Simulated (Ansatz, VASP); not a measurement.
Ba in VASP and in Ansatz

```
CELL_PARAMETERS angstrom
3.55549 -2.49148 0.00000
3.55549 2.49148 0.00000
0.00000 0.00000 7.11741
ATOMIC_POSITIONS crystal
Ba 0.74677 0.25323 0.25000
Ba 0.25323 0.74677 0.75000
```

Change from the starting cell: volume scaled by 0.97, PAW files.

Alike in both runs: task electric field gradients; functional PBEsol; k mesh 9 × 9 × 5; occupations fermi-dirac, width 0.03 eV; no spin polarisation.

|  | VASP | Ansatz |
| --- | --- | --- |
| version | VASP 6.6.1 | Ansatz 0.2.0 |
| potentials or method | VASP PAW PBE potentials, release 64 (Ba_sv) | PAW with Ansatz's default frozen-core files, scalar-relativistic |
| plane-wave cutoff (eV) | 520 | 420 |
| valence electrons in the cell | 20 | 20 |

|  | VASP | Ansatz | Ansatz less VASP |
| --- | --- | --- | --- |
| pressure (GPa) | -0.6 | -0.6 | -0.05 |
| rms of the force components (eV/Å) | 0.012 | 0.012 | -0.0001 |
| size of Vzz on the site where it differs most (V/Å²) | 1.9 | 1.9 | -0.01 |

VASP's potentials were made for PBE, not for PBEsol. Atom by atom the forces differ by 0.000 eV/Å (rms over components). With one functional, cell and mesh, what is left measures potentials, basis and numerics.

Spin-orbit coupling is off throughout.
